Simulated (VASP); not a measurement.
Runs of VASP 6.6.1 on CaSe. The structure is that of space group Fm-3m (No. 225), or close to it. The cells are those of the table. 

| cell | gap on the mesh (eV) | pressure (GPa) |
| --- | --- | --- |
| a = 4.129, b = 4.129, c = 4.150 Å, angles 59.8, 59.8, 60.3°, 2 atoms | 1.83 | (b) |
| a = 4.180 Å, angles 60.0°, 2 atoms | 1.92 | -0.9 |
| a = 4.177 Å, angles 60.0°, 2 atoms | 1.92 | -0.8 |
| a = 4.150 Å, angles 60.0°, 2 atoms | (a) | 0.2 |
| a = 4.122 Å, angles 60.0°, 2 atoms | (c) | 1.3 |

Alike in all rows: task single point; level PBEsol; potentials or basis VASP PAW PBE potentials, release 64 (Ca_sv, Se); no spin polarisation; k mesh 10 × 10 × 10; cutoff (eV) 520; smearing gaussian 0.05 eV.

Question: Estimate the missing entries.

Answer: (a) 1.87; (b) 0.8; (c) 1.81.

Caveats: the PAW data sets were made with another functional, which shifts forces and pressure a little.

A k mesh can miss the band edges, and the runs leave out spin-orbit coupling on Se.
